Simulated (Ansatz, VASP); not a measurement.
MgO in VASP and in Ansatz

File INCAR:

```
SYSTEM = MgO
  PREC = Accurate
  ENCUT = 600
  EDIFF = 1E-6
  ISMEAR = 0
  SIGMA = 0.05
  LREAL = .FALSE.
  LASPH = .TRUE.
  NELM = 120
  ALGO = Normal
  ISIF = 2
  LWAVE = .FALSE.
  LCHARG = .FALSE.
  GGA = PS
  NBANDS = 11
  GGA_COMPAT = .FALSE.
```

KPOINTS

```
regular mesh
0
G
  8 8 8
  0 0 0
```

Contents of POSCAR:

```
MgO
1.0
    0.0000000000      2.1070332998      2.1070332998
    2.1070332998      0.0000000000      2.1070332998
    2.1070332998      2.1070332998      0.0000000000
Mg O
1 1
Direct
    0.0000000000      0.0000000000      0.0000000000
    0.5000000000      0.5000000000      0.5000000000
```

Input for Ansatz:

```yaml
crystal:
  lattice:
    - [0.0, 2.1070332989, 2.1070332989]
    - [2.1070332989, 0.0, 2.1070332989]
    - [2.1070332989, 2.1070332989, 0.0]
  atoms:
    - { symbol: Mg, position: [0.0, 0.0, 0.0] }
    - { symbol: O, position: [0.5, 0.5, 0.5] }
basis:
  ecutwfc: 420
kpoints:
  mp_grid: { grid: [8, 8, 8] }
hamiltonian:
  xc: pbesol
scf:
  occupations: { method: gaussian, width: 0.05 }
output:
  forces: true
  stress: true
  eigenvalues: true
```

Alike in both runs: task single point; functional PBEsol; k mesh 8 × 8 × 8; occupations gaussian, width 0.05 eV; no spin polarisation.

|  | VASP | Ansatz |
| --- | --- | --- |
| version | VASP 6.6.1 | Ansatz 0.2.0 |
| potentials or method | VASP PAW PBE potentials, release 64 (Mg, O), cutoff 600 eV | scalar-relativistic, plane waves, PAW |
| valence electrons in the cell | 8 | 16 |

|  | VASP | Ansatz | Ansatz less VASP |
| --- | --- | --- | --- |
| gap on the k mesh at the Fermi level (eV) | 4.62 | 4.62 | -0.002 |
| least direct gap on the mesh (eV) | 4.62 | 4.62 | -0.002 |
| pressure (GPa) | -0.7 | 0.0 | +0.72 |

VASP's potentials were made for PBE, not for PBEsol. With one functional, cell and mesh, what is left measures potentials, basis and numerics. VASP's potentials hold 8 valence electrons a cell and Ansatz's 16, so a difference there can come from the potentials and not from the codes.
